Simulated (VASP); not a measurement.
ZrOs:

```
Zr Os
1.0
     3.26300    0.00000    0.00000
     0.00000    3.26300    0.00000
     0.00000    0.00000    3.26300
Zr Os
1 1
Direct
  0.50000 0.50000 0.50000
  0.00000 0.00000 0.00000
```

- Program: VASP 6.6.1
- Task: relaxation of cell and atoms
- Functional: LDA
- Potentials or basis: VASP PAW LDA potentials, release 64 (Zr_sv, Os)
- Cutoff: 600 eV
- k mesh: 7 × 7 × 7
- Occupations: gaussian, width 0.1 eV
- Spin: no spin polarisation

At the start: pressure -6.4 GPa; volume 17.37 Å³/atom.

Q: How do energy, volume and symmetry change on relaxing?

A: Over 3 steps the energy falls by 10.1 meV/atom and the volume is 16.89 Å³/atom (-2.8 %); space group Pm-3m (No. 221, to 0.05 Å).

The path:
| step | energy change (eV) | largest force (eV/Å) | pressure (GPa) | volume (Å³) |
| --- | --- | --- | --- | --- |
| 1 | 0.0000 | 0.0000 | -6.42 | 34.74 |
| 2 | 0.1239 | 0.0000 | 20.54 | 31.36 |
| 3 | -0.0202 | 0.0000 | -0.18 | 33.78 |

Final structure:
```xyz
2
Lattice="3.2327 0.0000 0.0000 0.0000 3.2327 0.0000 0.0000 0.0000 3.2327" Properties=species:S:1:pos:R:3 pbc="T T T"
Zr    1.6164    1.6164    1.6164
Os    0.0000    0.0000    0.0000
```
